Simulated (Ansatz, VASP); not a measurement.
## Two plane-wave programs on C

INCAR

```
PREC     = Accurate       # precision mode
ENCUT    = 910            # plane-wave cutoff, eV
EDIFF    = 1E-6           # SCF threshold, eV
ISMEAR   = 0              # smearing method
SIGMA    = 0.05           # smearing width, eV
LREAL    = F              # projectors in reciprocal space
LASPH    = T              # aspherical terms in the spheres
NELM     = 120            # most SCF steps
ALGO     = Normal         # electronic algorithm
ISIF     = 2              # what is computed and relaxed
LWAVE    = F              # write WAVECAR
LCHARG   = T              # write CHGCAR
LELF     = T              # ELF
LVHAR    = T            
NBANDS   = 11             # bands
GGA_COMPAT= F
```

Contents of KPOINTS:

```
regular mesh
0
Gamma
  12 12 12
```

The input POSCAR:

```
C
1.0
    0.0000000000      1.7514817382      1.7514817382
    1.7514817382      0.0000000000      1.7514817382
    1.7514817382      1.7514817382      0.0000000000
C
2
Direct
    0.5000000000      0.5000000000      0.5000000000
    0.7500000000      0.7500000000      0.7500000000
```

Input for Ansatz:

```yaml
crystal:
  lattice:
    - [0.0, 1.7514817382, 1.7514817382]
    - [1.7514817382, 0.0, 1.7514817382]
    - [1.7514817382, 1.7514817382, 0.0]
  atoms:
    - { symbol: C, position: [0.5, 0.5, 0.5] }
    - { symbol: C, position: [0.75, 0.75, 0.75] }
basis:
  ecutwfc: 520.0
kpoints:
  mp_grid: { grid: [12, 12, 12] }
hamiltonian:
  xc: lda
  pseudopotentials: { kind: paw, azcp: { folder: soft_1 } }
scf:
  occupations: { method: gaussian, width: 0.05 }
output:
  forces: true
  stress: true
  eigenvalues: true
  write_density: true
  write_potential: true
  elf: true
  volumetric_format: npy
```

Alike in both runs: task single point; functional LDA; k mesh 12 × 12 × 12; occupations gaussian, width 0.05 eV; no spin polarisation.

|  | VASP | Ansatz |
| --- | --- | --- |
| version | VASP 6.6.1 | Ansatz 0.2.0 |
| potentials or method | VASP PAW LDA potentials, release 64 (C_h), cutoff 910 eV | scalar-relativistic, plane waves, PAW |
| valence electrons in the cell | 8 | 8 |

```tsv
	VASP	Ansatz	Ansatz less VASP
gap on the k mesh at the Fermi level (eV)	4.26	4.27	+0.006
least direct gap on the mesh (eV)	5.70	5.69	-0.003
```

Ansatz warns that its potentials were made for another functional, while VASP's fit it. LDA's correlation is that of Perdew and Zunger in VASP and of Perdew and Wang (1992) in Ansatz.

Noted on VASP's run: the cutoff is short for stress, so the pressure is rough.
